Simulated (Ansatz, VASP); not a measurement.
**One calculation of MgS, two programs**

```
S Mg
1.0
     0.00000    2.60165    2.60165
     2.60165    0.00000    2.60165
     2.60165    2.60165    0.00000
S Mg
1 1
Direct
  0.50000 0.50000 0.50000
  0.00000 0.00000 0.00000
```

Alike in both runs: task electric field gradients; functional PBE; k mesh 9 × 9 × 9; occupations fermi-dirac, width 0.05 eV; no spin polarisation.

|  | VASP | Ansatz |
| --- | --- | --- |
| version | VASP 6.6.1 | Ansatz 0.2.0 |
| potentials or method | VASP PAW PBE potentials, release 64 (S, Mg), cutoff 520 eV | all-electron PAW datasets made for the crystal |

|  | VASP | Ansatz | Ansatz less VASP |
| --- | --- | --- | --- |
| gap on the k mesh at the Fermi level (eV) | 2.91 | 2.92 | +0.011 |
| least direct gap on the mesh (eV) | 3.71 | 3.72 | +0.008 |
| pressure (GPa) | 0.9 | 1.1 | +0.29 |

Ansatz ran all-electron here, and VASP with PAW potentials.
